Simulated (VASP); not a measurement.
# CoSi (P2_13) in VASP: further runs, part 2 of 2

VASP 6.6.1.

### 3 Single point, r2SCAN (9.89 Å³/atom)

This run uses another cell than the first one, of 9.89 Å³/atom.

File POSCAR:

```
CoSi
1.0
    4.2935827318      0.0000000000      0.0000000000
    0.0000000000      4.2935827318      0.0000000000
    0.0000000000      0.0000000000      4.2935827318
Co Si
4 4
Direct
    0.1472987421      0.1472987421      0.1472987421
    0.3527012579      0.8527012579      0.6472987421
    0.6472987421      0.3527012579      0.8527012579
    0.8527012579      0.6472987421      0.3527012579
    0.8442682300      0.8442682300      0.8442682300
    0.6557317700      0.1557317700      0.3442682300
    0.3442682300      0.6557317700      0.1557317700
    0.1557317700      0.3442682300      0.6557317700
```

File INCAR.step1:

```
SYSTEM = CoSi
PREC = Accurate
ENCUT = 520
ISMEAR = 0
SIGMA = 0.1
LREAL = .FALSE.
LASPH = .TRUE.
NELM = 60
NBANDS = 36
GGA = PE
ALGO = Normal
EDIFF = 1E-4
LWAVE = .TRUE.
LCHARG = .FALSE.
```

File INCAR.step2:

```
SYSTEM = CoSi
PREC = Accurate
ENCUT = 520
EDIFF = 1E-7
ISMEAR = 0
SIGMA = 0.1
LREAL = .FALSE.
LASPH = .TRUE.
NELM = 60
ALGO = Normal
ISIF = 2
LWAVE = .FALSE.
LCHARG = .FALSE.
METAGGA = R2SCAN
LMIXTAU = .TRUE.
NBANDS = 36
ISTART = 1
```

File KPOINTS:

```
regular mesh
0
G
  8 8 8
  0 0 0
```

Potentials or basis: VASP PAW PBE potentials, release 64 (Co, Si).

Started as:

```sh
> cat potpaw_PBE.64/Co/POTCAR potpaw_PBE.64/Si/POTCAR > POTCAR
> cp INCAR.step1 INCAR
> mpirun -np 1 vasp_std > vasp.out
> cp INCAR.step2 INCAR
> mpirun -np 1 vasp_std > vasp.out
```

OUTCAR:

```text
SYSTEM = CoSi
   PREC = Accurate
   ENCUT = 520
   EDIFF = 1E-7
   ISMEAR = 0
   LREAL = .FALSE.
   LASPH = .TRUE.
   NELM = 60
   ISIF = 2
   METAGGA = R2SCAN
   ISTART = 1

 ion  position               nearest neighbor table
   1  0.147  0.147  0.147-   5 2.25   6 2.27   7 2.27   8 2.27   7 2.34   8 2.34   6 2.34   3 2.64
                             4 2.64   2 2.64   2 2.64   4 2.64   3 2.64
   2  0.353  0.853  0.647-   6 2.25   5 2.27   7 2.27   8 2.27   7 2.34   8 2.34   5 2.34   1 2.64
                             1 2.64   3 2.64   3 2.64   4 2.64   4 2.64
   3  0.647  0.353  0.853-   7 2.25   6 2.27   5 2.27   8 2.27   8 2.34   6 2.34   5 2.34   1 2.64
                             4 2.64   2 2.64   2 2.64   4 2.64   1 2.64
   4  0.853  0.647  0.353-   8 2.25   6 2.27   7 2.27   5 2.27   6 2.34   5 2.34   7 2.34   1 2.64
                             3 2.64   2 2.64   1 2.64   2 2.64   3 2.64
   5  0.844  0.844  0.844-   1 2.25   2 2.27   3 2.27   4 2.27   3 2.34   4 2.34   2 2.34   6 2.66
                             7 2.66   8 2.66   6 2.66   8 2.66   7 2.66
   6  0.656  0.156  0.344-   2 2.25   1 2.27   3 2.27   4 2.27   3 2.34   4 2.34   1 2.34   8 2.66
                             5 2.66   5 2.66   7 2.66   7 2.66   8 2.66
   7  0.344  0.656  0.156-   3 2.25   2 2.27   1 2.27   4 2.27   4 2.34   2 2.34   1 2.34   8 2.66
                             5 2.66   8 2.66   6 2.66   6 2.66   5 2.66
   8  0.156  0.344  0.656-   4 2.25   2 2.27   3 2.27   1 2.27   2 2.34   1 2.34   3 2.34   7 2.66
                             5 2.66   7 2.66   5 2.66   6 2.66   6 2.66

  LATTYP: Found a simple cubic cell.
 ALAT       =     4.2935827318

  Lattice vectors:

 A1 = (   4.2935827318,   0.0000000000,   0.0000000000)
 A2 = (   0.0000000000,   4.2935827318,   0.0000000000)
 A3 = (   0.0000000000,   0.0000000000,   4.2935827318)

Analysis of symmetry for initial positions (statically):
=====================================================================
 Subroutine PRICEL returns:
 Original cell was already a primitive cell.

 Routine SETGRP: Setting up the symmetry group for a
 simple cubic supercell.

 Subroutine GETGRP returns: Found 12 space group operations
 (whereof  3 operations were pure point group operations)
 out of a pool of 48 trial point group operations.

The static configuration has the point symmetry C_3 .
[... 157 lines left out ...]
   LRPA    =     F    only Hartree local field effects (RPA)
 non-spin polarized calculation
 Gauss-broadening in eV      SIGMA  =   0.10
  energy-cutoff  :      520.00
  volume of cell :       79.15
 maximum number of plane-waves:      2176
   NGX = 15   NGY = 15   NGZ = 15

 number of electron      52.0000037 magnetization

 Free energy of the ion-electron system (eV)
  ---------------------------------------------------
  ext. energy  EPLUGINS =         0.00000000
  ---------------------------------------------------
  free energy    TOTEN  =       -91.69864342 eV

  energy without entropy =      -91.69365669  energy(sigma->0) =      -91.69615006

 E-fermi :  13.5531     XC(G=0): -14.4476

 val. band max:       13.5313287554   @ k =   0.0000   0.0000   0.0000
 cond. band min:      13.5613640108   @ k =   0.5000   0.5000   0.3750
 fundamental gap:      0.0300352554
 Fermi energy:        13.5531192091

 k-point     1 :       0.0000    0.0000    0.0000
  band No.  band energies     occupation
      1      -1.7337      2.00000
      2       4.4320      2.00000
      3       4.4320      2.00000
      4       4.4320      2.00000
      5       7.2332      2.00000
      6       7.2332      2.00000
[... 925 lines left out ...]
     35      19.0310      0.00000
     36      20.1188      0.00000

 [... further k-points ...]

------------------------ aborting loop because EDIFF is reached ----------------------------------------

  FORCE on cell =-STRESS in cart. coord.  units (eV):
  Direction    XX          YY          ZZ          XY          YZ          ZX
  --------------------------------------------------------------------------------------
  -------------------------------------------------------------------------------------
  Total        8.7927014      8.7927014      8.7927014      0.0000000      0.0000000      0.0000000
  in kB      177.9809015    177.9809015    177.9809015      0.0000000      0.0000000      0.0000000
  external PRESSURE =     177.9809015 kB  Pullay stress =       0.0000000 kB

 VOLUME and BASIS-vectors are now :
 -----------------------------------------------------------------------------
  energy-cutoff  :      520.00
  volume of cell :       79.15
      direct lattice vectors                 reciprocal lattice vectors
     4.293582732  0.000000000  0.000000000     0.232905725  0.000000000  0.000000000
     0.000000000  4.293582732  0.000000000     0.000000000  0.232905725  0.000000000
     0.000000000  0.000000000  4.293582732     0.000000000  0.000000000  0.232905725

 POSITION                                       TOTAL-FORCE (eV/Angst)
 -----------------------------------------------------------------------------------
      0.63244      0.63244      0.63244         0.001437      0.001437      0.001437
      1.51435      3.66114      2.77923        -0.001437     -0.001437      0.001437
      2.77923      1.51435      3.66114         0.001437     -0.001437     -0.001437
      3.66114      2.77923      1.51435        -0.001437      0.001437     -0.001437
      3.62494      3.62494      3.62494         0.004730      0.004730      0.004730
      2.81544      0.66865      1.47814        -0.004730     -0.004730      0.004730
      1.47814      2.81544      0.66865         0.004730     -0.004730     -0.004730
      0.66865      1.47814      2.81544        -0.004730      0.004730     -0.004730
 -----------------------------------------------------------------------------------
    total drift:                                0.000000      0.000000      0.000000

  FREE ENERGIE OF THE ION-ELECTRON SYSTEM (eV)
  ---------------------------------------------------
  free  energy   TOTEN  =       -91.6986434243 eV

  energy  without entropy=      -91.6936566874  energy(sigma->0) =      -91.69615006
```

OSZICAR.step1:

```text
N       E                     dE             d eps       ncg     rms          rms(c)
DAV:   1     0.366355518474E+03    0.36636E+03   -0.22127E+04  3240   0.170E+03
DAV:   2    -0.291286609189E+02   -0.39548E+03   -0.37704E+03  3240   0.369E+02
DAV:   3    -0.588973347185E+02   -0.29769E+02   -0.28473E+02  3540   0.123E+02
DAV:   4    -0.600672319684E+02   -0.11699E+01   -0.11586E+01  4168   0.225E+01
DAV:   5    -0.601037347855E+02   -0.36503E-01   -0.36471E-01  4216   0.380E+00    0.309E+01
DAV:   6    -0.637966926568E+02   -0.36930E+01   -0.99093E+01  4232   0.129E+02    0.238E+01
DAV:   7    -0.542461571551E+02    0.95505E+01   -0.42952E+01  3716   0.942E+01    0.879E+00
DAV:   8    -0.542774930200E+02   -0.31336E-01   -0.33157E+00  3636   0.106E+01    0.293E+00
DAV:   9    -0.541843671711E+02    0.93126E-01   -0.21952E-01  4692   0.572E+00    0.978E-01
DAV:  10    -0.541807123426E+02    0.36548E-02   -0.19196E-02  4308   0.947E-01    0.334E-01
DAV:  11    -0.541796288706E+02    0.10835E-02   -0.19355E-03  4932   0.504E-01    0.102E-01
DAV:  12    -0.541795819184E+02    0.46952E-04   -0.25678E-04  2896   0.186E-01
   1 F= -.54179582E+02 E0= -.54176825E+02  d E =-.551451E-02
```

Wall time 7.2 min (1 thread of Intel Xeon 8259CL, shared host); peak memory 0.25 GiB.

What came out:

```yaml
Free_energy: -91.6986 eV
Pressure: 17.8 GPa
Largest_force: 0.008 eV/Å
Band_gap_on_the_k_mesh: zero (bands 26 and 27 overlap by 0.23 eV)
```

Forces on the atoms (eV/Å):
```
Co   0.001  0.001  0.001
Co  -0.001 -0.001  0.001
Co   0.001 -0.001 -0.001
Co  -0.001  0.001 -0.001
Si   0.005  0.005  0.005
Si  -0.005 -0.005  0.005
Si   0.005 -0.005 -0.005
Si  -0.005  0.005 -0.005
```

Caveat: the cell stands under pressure; the PAW data sets were made with another functional, which shifts forces and pressure a little; the run has no spin polarisation, though such a crystal can be magnetic. Spin polarisation is off, so any magnetic state and its effect on volume and gap are missing.

The gap in the log of VASP goes by the Fermi energy; the results here count the filled bands.